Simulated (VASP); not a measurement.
# Ga2O3 (C2/m) in VASP: notebook

The runs below take Ga2O3 through single point, with PBE.

Program: VASP 6.6.1. These are calculated values, not measurements. Logs are shortened: lines on timing, memory, paths and dates and some standing lists are left out, and cuts for length are marked.

## 1. The cell of the first run

The structure is monoclinic, space group C2/m (No. 12). Conventional cell: a = 12.214 Å, b = 3.037 Å, c = 5.798 Å, α = 90.00°, β = 103.83°, γ = 90.00°. Ga (site symmetry m) has 4 O at 1.83 to 1.86 Å within 2.4 Å. Ga (site symmetry m) has 6 O at 1.94 to 2.07 Å within 2.6 Å. O (site symmetry m) has 3 Ga at 1.83 to 1.94 Å within 2.4 Å. Within 2.5 Å of O (site symmetry m) lie 4 Ga at 1.86 to 2.07 Å. Within 2.4 Å of O (site symmetry m) lie 3 Ga at 1.83 to 1.94 Å.

## 2. Single point, PBE

The input, INCAR:

```
ALGO = Normal ; EDIFF = 1E-6
ENCUT = 520 ; GGA = PE
ISIF = 2 ; ISMEAR = 0
LASPH = T ; LCHARG = F
LREAL = F ; LWAVE = F
NBANDS = 55 ; NELM = 100
PREC = Accurate ; SIGMA = 0.1
```

The input, KPOINTS:

```
k-points
0
Gamma
  6 6 4
```

The input, POSCAR:

```
Ga2O3
1.0
    6.1070000000     -1.5185500000      0.0000000000
    6.1070000000      1.5185500000      0.0000000000
   -1.3859889000      0.0000000000      5.6300087400
Ga O
4 6
Direct
    0.0905000000      0.0905000000      0.7946000000
    0.9095000000      0.9095000000      0.2054000000
    0.6586600000      0.6586600000      0.3140200000
    0.3413400000      0.3413400000      0.6859800000
    0.1645000000      0.1645000000      0.1098000000
    0.8355000000      0.8355000000      0.8902000000
    0.1733000000      0.1733000000      0.5632000000
    0.8267000000      0.8267000000      0.4368000000
    0.4959000000      0.4959000000      0.2566000000
    0.5041000000      0.5041000000      0.7434000000
```

Potentials or basis: VASP PAW PBE potentials, release 64 (Ga_d, O).

The run is started by

```
cat potpaw_PBE.64/Ga_d/POTCAR potpaw_PBE.64/O/POTCAR > POTCAR
mpirun -np 1 vasp_std > vasp.out
```

OUTCAR:

```text
EDIFF = 1E-6
   ENCUT = 520
   GGA = PE
   ISIF = 2
   ISMEAR = 0
   LASPH = T
   LREAL = F
   NELM = 100
   PREC = Accurate

 ion  position               nearest neighbor table
   1  0.090  0.090  0.795-  10 1.83  10 1.83   5 1.83   7 1.86
   2  0.910  0.910  0.205-   9 1.83   9 1.83   6 1.83   8 1.86
   3  0.659  0.659  0.314-   9 1.94   5 1.94   5 1.94   8 2.01   7 2.07   7 2.07
   4  0.341  0.341  0.686-  10 1.94   6 1.94   6 1.94   7 2.01   8 2.07   8 2.07
   5  0.164  0.164  0.110-   1 1.83   3 1.94   3 1.94
   6  0.836  0.836  0.890-   2 1.83   4 1.94   4 1.94
   7  0.173  0.173  0.563-   1 1.86   4 2.01   3 2.07   3 2.07
   8  0.827  0.827  0.437-   2 1.86   3 2.01   4 2.07   4 2.07
   9  0.496  0.496  0.257-   2 1.83   2 1.83   3 1.94
  10  0.504  0.504  0.743-   1 1.83   1 1.83   4 1.94

  LATTYP: Found a base centered monoclinic cell.
 ALAT       =    12.2140000000
 B/A-ratio  =     0.2486572785
 C/A-ratio  =     0.4747093502
 COS(beta)  =    -0.2390419102

  Lattice vectors:

 A1 = (   6.1070000000,  -1.5185500000,   0.0000000000)
 A2 = (   6.1070000000,   1.5185500000,   0.0000000000)
 A3 = (  -1.3859889000,   0.0000000000,   5.6300087400)

Analysis of symmetry for initial positions (statically):
=====================================================================
 Subroutine PRICEL returns:
 Original cell was already a primitive cell.

 Routine SETGRP: Setting up the symmetry group for a
 base centered monoclinic supercell.

 Subroutine GETGRP returns: Found  4 space group operations
 (whereof  4 operations were pure point group operations)
 out of a pool of  4 trial point group operations.

The static configuration has the point symmetry C_2h.

Analysis of symmetry for dynamics (positions and initial velocities):
=====================================================================
 Subroutine PRICEL returns:
 Original cell was already a primitive cell.

 Routine SETGRP: Setting up the symmetry group for a
 base centered monoclinic supercell.

 Subroutine GETGRP returns: Found  4 space group operations
 (whereof  4 operations were pure point group operations)
 out of a pool of  4 trial point group operations.

The dynamic configuration has the point symmetry C_2h.

 Subroutine INISYM returns: Found  4 space group operations
 (whereof  4 operations are pure point group operations),
 and found     1 'primitive' translations

----------------------------------------------------------------------------------------

                                     Primitive cell

  volume of cell :     104.4230

  direct lattice vectors                    reciprocal lattice vectors
     6.107000000 -1.518550000  0.000000000     0.081873260 -0.329261467  0.020155462
     6.107000000  1.518550000  0.000000000     0.081873260  0.329261467  0.020155462
    -1.385988900  0.000000000  5.630008740     0.000000000  0.000000000  0.177619618

  length of vectors
     6.292967750  6.292967750  5.798100003     0.339886138  0.339886138  0.177619618

  position of ions in fractional coordinates (direct lattice)
     0.090500000  0.090500000  0.794600000
     0.909500000  0.909500000  0.205400000
     0.658660000  0.658660000  0.314020000
     0.341340000  0.341340000  0.685980000
     0.164500000  0.164500000  0.109800000
     0.835500000  0.835500000  0.890200000
     0.173300000  0.173300000  0.563200000
     0.826700000  0.826700000  0.436800000
     0.495900000  0.495900000  0.256600000
     0.504100000  0.504100000  0.743400000

  ion indices of the primitive-cell ions
   primitive index   ion index
                 1           1
                 2           2
                 3           3
                 4           4
                 5           5
                 6           6
                 7           7
                 8           8
                 9           9
                10          10

----------------------------------------------------------------------------------------

 KPOINTS: k-points

Automatic generation of k-mesh.
 Grid dimensions read from file:
 generate k-points for:    6    6    4

 Generating k-lattice:

  Cartesian coordinates                     Fractional coordinates (reciprocal lattice)
     0.013645543 -0.054876911  0.003359244     0.166666667 -0.000000000  0.000000000
     0.013645543  0.054876911  0.003359244    -0.000000000  0.166666667  0.000000000
     0.000000000  0.000000000  0.044404904     0.000000000  0.000000000  0.250000000

  Length of vectors
     0.056647690  0.056647690  0.044404904

  Shift w.r.t. Gamma in fractional coordinates (k-lattice)
     0.000000000  0.000000000  0.000000000

 Subroutine IBZKPT returns following result:
 ===========================================

 Found     47 irreducible k-points:

 Following reciprocal coordinates:
            Coordinates               Weight
  0.000000  0.000000  0.000000      1.000000
  0.166667  0.000000  0.000000      4.000000
  0.333333  0.000000  0.000000      4.000000
  0.500000  0.000000 -0.000000      2.000000
  0.166667  0.166667  0.000000      2.000000
  0.333333  0.166667 -0.000000      4.000000
[... 16 lines left out ...]
 -0.333333  0.166667  0.250000      4.000000
 -0.166667  0.166667  0.250000      4.000000
 [... further k-points ...]
   k-points           NKPTS =     47   k-points in BZ     NKDIM =     47   number of bands    NBANDS=     55
   number of dos      NEDOS =    301   number of ions     NIONS =     10
   total plane-waves  NPLWV = 110592
   dimension x,y,z NGX =    48 NGY =   48 NGZ =   48
   dimension x,y,z NGXF=    96 NGYF=   96 NGZF=   96
   ions per type =               4   6
   NGX,Y,Z   is equivalent  to a cutoff of  12.68, 12.68, 13.76 a.u.
   NGXF,Y,Z  is equivalent  to a cutoff of  25.36, 25.36, 27.53 a.u.
 SYSTEM =  unknown system
   PREC   = accura    normal or accurate (medium, high low for compatibility)
   ISTART =      0    job   : 0-new  1-cont  2-samecut
   ICHARG =      2    charge: 1-file 2-atom 10-const
   ISPIN  =      1    spin polarized calculation?
   LNONCOLLINEAR =      F non collinear calculations
   LSORBIT =      F    spin-orbit coupling
   LASPH  =      T    aspherical Exc in radial PAW
   ENCUT  =  520.0 eV  38.22 Ry    6.18 a.u.  11.70 11.70 10.78*2*pi/ulx,y,z
   NELM   =    100;   NELMIN=  2; NELMDL= -5     # of ELM steps
   EDIFF  = 0.1E-05   stopping-criterion for ELM
   LREAL  =      F    real-space projection
   EDIFFG = 0.1E-04   stopping-criterion for IOM
   NSW    =      0    number of steps for IOM
   IBRION =     -1    ionic relax: 0-MD 1-quasi-New 2-CG
   NFREE  =      0    steps in history (QN), initial steepest desc. (CG)
   ISIF   =      2    stress and relaxation
   ISYM   =      2    0-nonsym 1-usesym 2-fastsym
   POTIM  = 0.5000    time-step for ionic-motion
   TEBEG  =    0.0;   TEEND  =   0.0 temperature during run
   PSTRESS=    0.0 pullay stress
   NELECT =      88.0000    total number of electrons
   NUPDOWN=      -1.0000    fix difference up-down
   EMIN   =  10.00;   EMAX   =-10.00  energy-range for DOS
   EFERMI =   0.00;   METHOD = LEGACY
   ISMEAR =     0;   SIGMA  =   0.10  broadening in eV -4-tet -1-fermi 0-gaus
   EFERMI_NEDOS =   21; number of points for ismear=-14 and -15
   IALGO  =     38    algorithm
   IMIX   =      4    mixing-type and parameters
     AMIX     =   0.40;   BMIX     =  1.00
     AMIX_MAG =   1.60;   BMIX_MAG =  1.00
  volume/ion in A,a.u.               =      10.44        70.47
  Fermi-wavevector in a.u.,A,eV,Ry     =   1.546335  2.922150 32.533613  2.391153
  Thomas-Fermi vector in A             =   2.651586
   LORBIT       =      0    0 simple, 1 ext, 2 COOP (PROOUT), +10 PAW based schemes
   GGA     = PE    functional components
   LHFCALC =     F    Hartree Fock is set to
   AEXX    =    0.0000 exact exchange contribution
   IVDW    =     0    specifies the selected vdW correction
   LEPSILON=     F    determine dielectric tensor
   LRPA    =     F    only Hartree local field effects (RPA)
 non-spin polarized calculation
 Gauss-broadening in eV      SIGMA  =   0.10
  energy-cutoff  :      520.00
  volume of cell :      104.42
 maximum number of plane-waves:      2846
   NGX = 23   NGY = 23   NGZ = 21

 number of electron      88.0000020 magnetization

 Free energy of the ion-electron system (eV)
  ---------------------------------------------------
  ext. energy  EPLUGINS =         0.00000000
  ---------------------------------------------------
  free energy    TOTEN  =       -59.50356514 eV

  energy without entropy =      -59.50356514  energy(sigma->0) =      -59.50356514

 E-fermi :   4.3614     XC(G=0): -11.6435

 val. band max:        3.8924592313   @ k =   0.5000   0.5000   0.5000
 cond. band min:       6.3200886410   @ k =   0.0000   0.0000   0.0000
 fundamental gap:      2.4276294096
 Fermi energy:         4.3614247458

 k-point     1 :       0.0000    0.0000    0.0000
  band No.  band energies     occupation
      1     -15.0578      2.00000
      2     -13.8905      2.00000
      3     -13.8564      2.00000
      4     -13.7342      2.00000
      5     -13.2616      2.00000
      6     -13.2468      2.00000
[... 47 lines left out ...]
     54      16.2948      0.00000
     55      16.5988      0.00000

 k-point     2 :       0.1667    0.0000    0.0000
  band No.  band energies     occupation
      1     -14.8453      2.00000
      2     -13.8511      2.00000
      3     -13.8078      2.00000
      4     -13.6081      2.00000
      5     -13.2661      2.00000
      6     -13.2476      2.00000
[... 47 lines left out ...]
     54      15.1372      0.00000
     55      15.1971      0.00000
[... 1216 lines left out ...]
     54      15.6790      0.00000
     55      16.0822      0.00000

 k-point    24 :      -0.1667    0.1667    0.2500
  band No.  band energies     occupation
      1     -14.2864      2.00000
      2     -13.7632      2.00000
      3     -13.6599      2.00000
      4     -13.4959      2.00000
      5     -13.3144      2.00000
      6     -13.2368      2.00000
[... 47 lines left out ...]
     54      15.0529      0.00000
     55      15.7209      0.00000

 [... further k-points ...]

------------------------ aborting loop because EDIFF is reached ----------------------------------------

  FORCE on cell =-STRESS in cart. coord.  units (eV):
  Direction    XX          YY          ZZ          XY          YZ          ZX
  --------------------------------------------------------------------------------------
  -------------------------------------------------------------------------------------
  Total        6.4353636      7.1149663      6.2631808      0.0000000      0.0000000      0.1115791
  in kB       98.7387426    109.1659882     96.0969166      0.0000000      0.0000000      1.7119744
  external PRESSURE =     101.3338825 kB  Pullay stress =       0.0000000 kB

 VOLUME and BASIS-vectors are now :
 -----------------------------------------------------------------------------
  energy-cutoff  :      520.00
  volume of cell :      104.42
      direct lattice vectors                 reciprocal lattice vectors
     6.107000000 -1.518550000  0.000000000     0.081873260 -0.329261467  0.020155462
     6.107000000  1.518550000  0.000000000     0.081873260  0.329261467  0.020155462
    -1.385988900  0.000000000  5.630008740     0.000000000  0.000000000  0.177619618

 POSITION                                       TOTAL-FORCE (eV/Angst)
 -----------------------------------------------------------------------------------
      0.00406      0.00000      4.47360         0.108967      0.000000      0.068891
     10.82395      0.00000      1.15640        -0.108967      0.000000     -0.068891
      7.60965      0.00000      1.76794        -0.032622      0.000000      0.058838
      3.21837      0.00000      3.86207         0.032622      0.000000     -0.058838
      1.85702      0.00000      0.61817         0.223638      0.000000     -0.099698
      8.97099      0.00000      5.01183        -0.223638      0.000000      0.099698
      1.33610      0.00000      3.17082        -0.032695      0.000000     -0.048298
      9.49191      0.00000      2.45919         0.032695      0.000000      0.048298
      5.70128      0.00000      1.44466         0.164205      0.000000      0.056609
      5.12673      0.00000      4.18535        -0.164205      0.000000     -0.056609
 -----------------------------------------------------------------------------------
    total drift:                                0.000000      0.000000      0.000000

  FREE ENERGIE OF THE ION-ELECTRON SYSTEM (eV)
  ---------------------------------------------------
  free  energy   TOTEN  =       -59.5035651364 eV

  energy  without entropy=      -59.5035651364  energy(sigma->0) =      -59.50356514
```

Run time: 11 min. Hardware: 1 thread of Intel Xeon 8259CL, shared host; peak memory 0.44 GiB.

Results:

```
Free energy            : -59.5036 eV
Pressure               : 10.1 GPa
Largest force          : 0.245 eV/Å
Band gap on the k mesh : 2.43 eV (least direct gap 2.44 eV)
```

Forces on the atoms (eV/Å):
```
Ga   0.109  0.000  0.069
Ga  -0.109  0.000 -0.069
Ga  -0.033  0.000  0.059
Ga   0.033  0.000 -0.059
O    0.224  0.000 -0.100
O   -0.224  0.000  0.100
O   -0.033  0.000 -0.048
O    0.033  0.000  0.048
O    0.164  0.000  0.057
O   -0.164  0.000 -0.057
```

Levels at points of the mesh, in eV from the valence-band top:
```
           k point  band 42  band 43  band 44  band 45  band 46  band 47
(0.00, 0.00, 0.00)    -0.47    -0.27    -0.01     2.43     5.73     6.76
(0.50, 0.00, 0.00)    -0.71    -0.45    -0.12     5.69     6.55     7.26
(0.50, 0.50, 0.00)    -0.66    -0.41    -0.15     4.59     4.85     5.86
(0.00, 0.00, 0.50)    -0.62    -0.49    -0.29     4.80     4.93     6.77
(0.50, 0.00, 0.50)    -1.04    -0.73    -0.64     6.95     6.98     7.87
(0.50, 0.50, 0.50)    -0.59    -0.59     0.00     5.22     5.35     6.28
```

Caveat: the cell stands under pressure.

## 3. Single point, PBE

This run uses another cell than the first one, of 10.96 Å³/atom.

The input, INCAR:

```
SYSTEM = Ga2O3
ALGO = Normal ; EDIFF = 1E-6
ENCUT = 520 ; GGA = PE
ISIF = 2 ; ISMEAR = 0
LASPH = .True. ; LCHARG = .False.
LREAL = .False. ; LWAVE = .False.
NBANDS = 55 ; NELM = 80
PREC = Accurate ; SIGMA = 0.1
```

The input, KPOINTS:

```
k-points
0
Gamma
  6 6 4
  0 0 0
```

The input, POSCAR:

```
Ga2O3
1.0
    6.2228955142     -1.5421005613      0.0096819212
    6.2228955142      1.5421005613      0.0096819212
   -1.4033657782      0.0000000000      5.7108264747
Ga O
4 6
Direct
    0.0900075685      0.0900075685      0.7947397381
    0.9099924315      0.9099924315      0.2052602619
    0.6584380814      0.6584380814      0.3140332539
    0.3415619186      0.3415619186      0.6859667461
    0.1634241186      0.1634241186      0.1091688841
    0.8365758814      0.8365758814      0.8908311159
    0.1737209226      0.1737209226      0.5644701175
    0.8262790774      0.8262790774      0.4355298825
    0.4959565295      0.4959565295      0.2565730147
    0.5040434705      0.5040434705      0.7434269853
```

Potentials or basis: VASP PAW PBE potentials, release 64 (Ga_d, O).

The run is started by

```
cat potpaw_PBE.64/Ga_d/POTCAR potpaw_PBE.64/O/POTCAR > POTCAR
mpirun -np 1 vasp_std > vasp.out
```

Wall time 10 min (1 thread of Intel Xeon 8259CL, shared host); peak memory 0.44 GiB.

The run converged. Its results:

```
Free energy            : -59.6772 eV
Pressure               : 0.6 GPa
Largest force          : 0.026 eV/Å
Band gap on the k mesh : 2.01 eV (least direct gap 2.02 eV)
```

Forces in eV/Å, atoms in the order of the input:
```
Ga  -0.003  0.000  0.007
Ga   0.003  0.000 -0.007
Ga  -0.003  0.000  0.004
Ga   0.003  0.000 -0.004
O    0.026  0.000 -0.005
O   -0.026  0.000  0.005
O   -0.004  0.000 -0.016
O    0.004  0.000  0.016
O    0.003  0.000  0.012
O   -0.003  0.000 -0.012
```

Stress tensor (GPa, compression positive):
```
0.61 0.00 0.04
0.00 0.66 0.00
0.04 0.00 0.46
```

Levels at points of the mesh, in eV from the valence-band top:
```tsv
k point	band 41	band 42	band 43	band 44	band 45	band 46	band 47	band 48
(0.00, 0.00, 0.00)	-0.65	-0.45	-0.27	-0.01	2.01	5.37	6.29	6.46
(0.50, 0.00, 0.00)	-0.76	-0.68	-0.46	-0.09	5.35	6.14	6.82	7.03
(0.50, 0.50, 0.00)	-0.68	-0.67	-0.41	-0.13	4.19	4.42	5.63	6.16
(0.00, 0.00, 0.50)	-0.62	-0.58	-0.52	-0.28	4.36	4.55	6.29	6.82
(0.50, 0.00, 0.50)	-1.04	-0.96	-0.69	-0.60	6.47	6.53	7.46	7.62
(0.50, 0.50, 0.50)	-0.63	-0.63	-0.57	0.00	4.75	4.98	5.82	6.11
```

A k mesh can miss the band edges. Expect the measured gap to be larger: semilocal functionals such as PBE lack the derivative discontinuity.
